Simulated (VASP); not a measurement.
# Pd (Fd-3m) in VASP: notebook, part 2 of 2

VASP 6.6.1. The steps go on from the part before.

### 3 Single point, revPBE, collinear spin (23.25 Å³/atom)

This run uses another cell than the first one, of 23.25 Å³/atom.

The input, INCAR:

```
SYSTEM = Pd
  ALGO = Normal
  EDIFF = 1E-7
  ENCUT = 520
  GGA = RE
  ISIF = 2
  ISMEAR = -1
  ISPIN = 2
  LASPH = .TRUE.
  LCHARG = .TRUE.
  LELF = .TRUE.
  LMAXMIX = 4
  LORBIT = 11
  LREAL = .FALSE.
  LVHAR = .TRUE.
  LWAVE = .FALSE.
  MAGMOM = -0.45 -0.45
  NBANDS = 21
  NELM = 150
  PREC = Accurate
  SIGMA = 0.05
```

The input, KPOINTS:

```
k-points
0
G
  11 11 11
  0 0 0
```

The input, POSCAR:

```
Pd
1.0
    0.0000000000      2.8543058535      2.8543058535
    2.8543058535      0.0000000000      2.8543058535
    2.8543058535      2.8543058535      0.0000000000
Pd
2
Direct
    0.1250000000      0.1250000000      0.1250000000
    0.8750000000      0.8750000000      0.8750000000
```

Potentials or basis: VASP PAW PBE potentials, release 64 (Pd).

Launch:

```console
> cat potpaw_PBE.64/Pd/POTCAR > POTCAR
> mpirun -np 1 vasp_std > vasp.out
```

OUTCAR:

```text
SYSTEM = Pd
   EDIFF = 1E-7
   ENCUT = 520
   GGA = RE
   ISIF = 2
   ISMEAR = -1
   ISPIN = 2
   LASPH = .TRUE.
   LORBIT = 11
   LREAL = .FALSE.
   NELM = 150
   PREC = Accurate

 ion  position               nearest neighbor table
   1  0.125  0.125  0.125-   2 2.47   2 2.47   2 2.47   2 2.47
   2  0.875  0.875  0.875-   1 2.47   1 2.47   1 2.47   1 2.47

  LATTYP: Found a face centered cubic cell.
 ALAT       =     5.7086117070

  Lattice vectors:

 A1 = (   0.0000000000,   2.8543058535,   2.8543058535)
 A2 = (   2.8543058535,   0.0000000000,   2.8543058535)
 A3 = (   2.8543058535,   2.8543058535,   0.0000000000)

Analysis of symmetry for initial positions (statically):
=====================================================================
 Subroutine PRICEL returns:
 Original cell was already a primitive cell.

 Routine SETGRP: Setting up the symmetry group for a
 face centered cubic supercell.

 Subroutine GETGRP returns: Found 48 space group operations
 (whereof 12 operations were pure point group operations)
 out of a pool of 48 trial point group operations.

The static configuration has the point symmetry D_3d.
 The point group associated with its full space group is O_h .

Analysis of symmetry for dynamics (positions and initial velocities):
=====================================================================
 Subroutine PRICEL returns:
 Original cell was already a primitive cell.

 Routine SETGRP: Setting up the symmetry group for a
 face centered cubic supercell.

 Subroutine GETGRP returns: Found 48 space group operations
 (whereof 12 operations were pure point group operations)
 out of a pool of 48 trial point group operations.

The dynamic configuration has the point symmetry D_3d.
 The point group associated with its full space group is O_h .

Analysis of structural, dynamic, and magnetic symmetry:
=====================================================================
 Subroutine PRICEL returns:
 Original cell was already a primitive cell.

 Routine SETGRP: Setting up the symmetry group for a
 face centered cubic supercell.

 Subroutine GETGRP returns: Found 48 space group operations
[... 148 lines left out ...]
  free energy    TOTEN  =        -7.35841476 eV

  energy without entropy =       -7.32322050  energy(sigma->0) =       -7.34081763

 E-fermi :   4.5996     XC(G=0): -10.0724

 val. band max:        4.5927144677   @ k =   0.3636   0.2727   0.0000
 cond. band min:       4.6006958646   @ k =  -0.4545   0.4545   0.0000
 fundamental gap:      0.0079813968
 Fermi energy:         4.5996245599

 spin component 1

 k-point     1 :       0.0000    0.0000    0.0000
  band No.  band energies     occupation
      1      -0.1180      1.00000
      2       1.1498      1.00000
      3       1.1498      1.00000
      4       1.3182      1.00000
      5       1.3182      1.00000
      6       1.3182      1.00000
[... 565 lines left out ...]
     20      21.1127      0.00000
     21      23.5371      0.00000

 [... further k-points ...]

 spin component 2

 k-point     1 :       0.0000    0.0000    0.0000
  band No.  band energies     occupation
      1      -0.1667      1.00000
      2       0.8655      1.00000
      3       0.8655      1.00000
      4       1.0047      1.00000
      5       1.0047      1.00000
      6       1.0047      1.00000
[... 565 lines left out ...]
     20      21.0339      0.00000
     21      23.4684      0.00000

 [... further k-points ...]

------------------------ aborting loop because EDIFF is reached ----------------------------------------

  FORCE on cell =-STRESS in cart. coord.  units (eV):
  Direction    XX          YY          ZZ          XY          YZ          ZX
  --------------------------------------------------------------------------------------
  -------------------------------------------------------------------------------------
  Total        1.6724475      1.6724475      1.6724475      0.0000000     -0.0000000      0.0000000
  in kB       57.6144679     57.6144679     57.6144679      0.0000000     -0.0000000      0.0000000
  external PRESSURE =      57.6144679 kB  Pullay stress =       0.0000000 kB

 VOLUME and BASIS-vectors are now :
 -----------------------------------------------------------------------------
  energy-cutoff  :      520.00
  volume of cell :       46.51
      direct lattice vectors                 reciprocal lattice vectors
     0.000000000  2.854305854  2.854305854    -0.175173939  0.175173939  0.175173939
     2.854305854  0.000000000  2.854305854     0.175173939 -0.175173939  0.175173939
     2.854305854  2.854305854  0.000000000     0.175173939  0.175173939 -0.175173939

 POSITION                                       TOTAL-FORCE (eV/Angst)
 -----------------------------------------------------------------------------------
      0.71358      0.71358      0.71358        -0.000000      0.000000      0.000000
      4.99504      4.99504      4.99504         0.000000     -0.000000     -0.000000
 -----------------------------------------------------------------------------------
    total drift:                               -0.000000      0.000000      0.000000

  FREE ENERGIE OF THE ION-ELECTRON SYSTEM (eV)
  ---------------------------------------------------
  free  energy   TOTEN  =        -7.3584147633 eV

  energy  without entropy=       -7.3232204955  energy(sigma->0) =       -7.34081763

 total charge

# of ion       s       p       d       tot
------------------------------------------
    1        0.517   0.323   8.533   9.373
    2        0.517   0.323   8.533   9.373
--------------------------------------------------
tot          1.035   0.646  17.066  18.747

 magnetization (x)

# of ion       s       p       d       tot
------------------------------------------
    1        0.006   0.001  -0.479  -0.473
    2        0.006   0.001  -0.479  -0.473
--------------------------------------------------
tot          0.011   0.002  -0.959  -0.945
```

stdout:

```text
POSCAR found type information on POSCAR Pd
 POSCAR found :  1 types and       2 ions
 scaLAPACK will be used
 -----------------------------------------------------------------------------
|                                                                             |
|                                                                             |
|     You enforced a specific xc type in the INCAR file but a different       |
|     I HOPE YOU KNOW WHAT YOU ARE DOING!                                     |
|                                                                             |
 -----------------------------------------------------------------------------

 LDA part: xc-table for (Slater+PW92), standard interpolation
 POSCAR, INCAR and KPOINTS ok, starting setup
 FFT: planning ... GRIDC
 FFT: planning ... GRID_SOFT
 FFT: planning ... GRID
 WAVECAR not read
 entering main loop
```

Run time: 3.4 min. Hardware: 1 thread of AMD EPYC, shared host; peak memory 0.2 GiB.

What came out:

| Item | Value |
| --- | --- |
| Free energy | -7.3584 eV |
| Pressure | 5.8 GPa |
| Net moment | -0.97 μB per cell |
| Site moments | Pd -0.47 μB |
| Valence electrons inside the program's atomic spheres | Pd 9.37 |

Levels at points of the mesh, in eV from the Fermi level:
Spin up:
```tsv
k point	band 8	band 9	band 10	band 11	band 12	band 13
(0.00, 0.00, 0.00)	-1.28	-1.28	-0.05	-0.05	11.98	11.98
```
Spin down:
| k point | band 9 | band 10 | band 11 | band 12 | band 13 | band 14 |
| --- | --- | --- | --- | --- | --- | --- |
| (0.00, 0.00, 0.00) | -1.63 | -0.41 | -0.41 | 11.89 | 11.89 | 11.89 |

Caveat: the cell stands under pressure; the PAW data sets were made with another functional, which shifts forces and pressure a little.

### 4 Single point, revPBE, collinear spin (24.27 Å³/atom)

This run uses another cell than the first one, of 24.27 Å³/atom.

The input, INCAR:

```
SYSTEM = Pd
PREC = Accurate ; ENCUT = 520
EDIFF = 1E-6 ; ISMEAR = -1
SIGMA = 0.05 ; LREAL = .False.
LASPH = .True. ; NELM = 150
ALGO = Normal ; ISIF = 2
LWAVE = .False. ; LCHARG = .False.
ISPIN = 2 ; MAGMOM = -0.45 -0.45
LORBIT = 11 ; LMAXMIX = 4
GGA = RE ; NBANDS = 21
```

The input, KPOINTS:

```
Automatic mesh
0
Gamma
  11 11 11
  0 0 0
```

The input, POSCAR:

```
Pd
1.0
    0.0000000000      2.8950871611      2.8950871611
    2.8950871611      0.0000000000      2.8950871611
    2.8950871611      2.8950871611      0.0000000000
Pd
2
Direct
    0.1250000000      0.1250000000      0.1250000000
    0.8750000000      0.8750000000      0.8750000000
```

Launch:

```console
> cat potpaw_PBE.64/Pd/POTCAR > POTCAR
> mpirun -np 1 vasp_std > vasp.out
```

It took 3.5 min on 1 thread of AMD EPYC, shared host; peak memory 0.2 GiB.

The run converged. Its results:

| Item | Value |
| --- | --- |
| Free energy | -7.4098 eV |
| Pressure | 2.4 GPa |
| Net moment | -0.95 μB per cell |
| Site moments | Pd -0.47 μB |
| Valence electrons inside the program's atomic spheres | Pd 9.32 |

Levels at points of the mesh, in eV from the Fermi level:
Spin up:
```csv
k point,band 6,band 7,band 8,band 9,band 10,band 11,band 12,band 13,band 14,band 15
"(0.00, 0.00, 0.00)",-3.10,-1.20,-1.20,-1.20,-0.06,-0.06,11.64,11.64,11.64,12.10
```
Spin down:
| k point | band 8 | band 9 | band 10 | band 11 | band 12 | band 13 | band 14 | band 15 |
| --- | --- | --- | --- | --- | --- | --- | --- | --- |
| (0.00, 0.00, 0.00) | -1.55 | -1.55 | -0.41 | -0.41 | 11.55 | 11.55 | 11.55 | 12.00 |

Caveat: the PAW data sets were made with another functional, which shifts forces and pressure a little.

### 5 Single point, revPBE, collinear spin (25.28 Å³/atom)

This run uses another cell than the first one, of 25.28 Å³/atom.

The input, INCAR:

```
SYSTEM = Pd
PREC = Accurate
ENCUT = 520
EDIFF = 1E-6
ISMEAR = -1
SIGMA = 0.05
LREAL = .False.
LASPH = .True.
NELM = 150
ALGO = Normal
ISIF = 2
LWAVE = .False.
LCHARG = .True.
ISPIN = 2
MAGMOM = -0.45 -0.45
LORBIT = 11
LMAXMIX = 4
GGA = RE
LELF = .True.
LVHAR = .True.
NBANDS = 21
```

KPOINTS is that of step 4.

The input, POSCAR:

```
Pd
1.0
    0.0000000000      2.9347508181      2.9347508181
    2.9347508181      0.0000000000      2.9347508181
    2.9347508181      2.9347508181      0.0000000000
Pd
2
Direct
    0.1250000000      0.1250000000      0.1250000000
    0.8750000000      0.8750000000      0.8750000000
```

Launch:

```console
> cat potpaw_PBE.64/Pd/POTCAR > POTCAR
> mpirun -np 1 vasp_std > vasp.out
```

Run time: 3.3 min. Hardware: 1 thread of AMD EPYC, shared host; peak memory 0.22 GiB.

The run converged. Its results:

- Free energy: -7.4237 eV
- Pressure: -0.2 GPa
- Net moment: -0.94 μB per cell
- Site moments: Pd -0.46 μB
- Valence electrons inside the program's atomic spheres: Pd 9.27

Levels at points of the mesh, in eV from the Fermi level:
Spin up:
| k point | band 8 | band 9 | band 10 | band 11 | band 12 | band 13 |
| --- | --- | --- | --- | --- | --- | --- |
| (0.00, 0.00, 0.00) | -1.12 | -1.12 | -0.07 | -0.07 | 11.32 | 11.32 |
Spin down:
```
           k point  band 8  band 9  band 10  band 11  band 12  band 13  band 14  band 15
(0.00, 0.00, 0.00)   -1.47   -1.47    -0.41    -0.41    11.23    11.23    11.23    11.71
```

Caveat: the PAW data sets were made with another functional, which shifts forces and pressure a little.

### 6 Summary

| cell | gap on the mesh (eV) | pressure (GPa) | moment (μB) |
| --- | --- | --- | --- |
| a = 3.977 Å, angles 60.0°, 2 atoms | none | 10.0 | 1.00 |
| a = 4.037 Å, angles 60.0°, 2 atoms | none | 5.8 | 0.97 |
| a = 4.094 Å, angles 60.0°, 2 atoms | none | 2.4 | 0.95 |
| a = 4.150 Å, angles 60.0°, 2 atoms | none | -0.2 | 0.94 |

Alike in all rows: task single point; level revPBE; potentials or basis VASP PAW PBE potentials, release 64 (Pd); spin collinear; k mesh 11 × 11 × 11; cutoff (eV) 520; smearing fermi-dirac 0.05 eV.

Caveats: the PAW data sets were made with another functional, which shifts forces and pressure a little; the cell stands under pressure (at least some runs).

Total energies depend on the potentials used, so only differences within one code and one set of settings carry meaning.

The gap in the log of VASP goes by the Fermi energy; the results here count the filled bands.